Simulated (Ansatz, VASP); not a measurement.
## Ti5C in VASP and in Ansatz

```
Ti C
1.0
     4.53735    0.00000    0.00000
    -2.26868    3.92946    0.00000
     0.00000    0.00000    4.88406
Ti C
5 1
Direct
  0.33333 0.66667 0.75191
  0.66667 0.33333 0.75191
  0.66667 0.33333 0.24809
  0.33333 0.66667 0.24809
  0.00000 0.00000 0.00000
  0.00000 0.00000 0.50000
```

Alike in both runs: functional PBE; k mesh 6 × 6 × 4; occupations gaussian, width 0.1 eV; no spin polarisation.

Ansatz relaxed the structure, and its values are those at the end. VASP's run is a single point on that final structure, the one shown.

```csv
,VASP,Ansatz
version,VASP 6.6.1,Ansatz 0.2.0
potentials or method,"VASP PAW PBE potentials, release 64 (Ti_sv, C), cutoff 520 eV","scalar-relativistic, plane waves, PAW"
valence electrons in the cell,64,64
```

Ansatz gave:

- gap on the k mesh at the Fermi level (eV): none
- pressure (GPa): 0.1
- rms of the force components (eV/Å): 0.001

Question: What did VASP give for the same quantities?

Answer: gap on the k mesh at the Fermi level (eV): none; pressure (GPa): 0.0; rms of the force components (eV/Å): 0.004.

A gap of «none» marks a metal or a gap that the smearing closes. With one functional, cell and mesh, what is left measures potentials, basis and numerics.
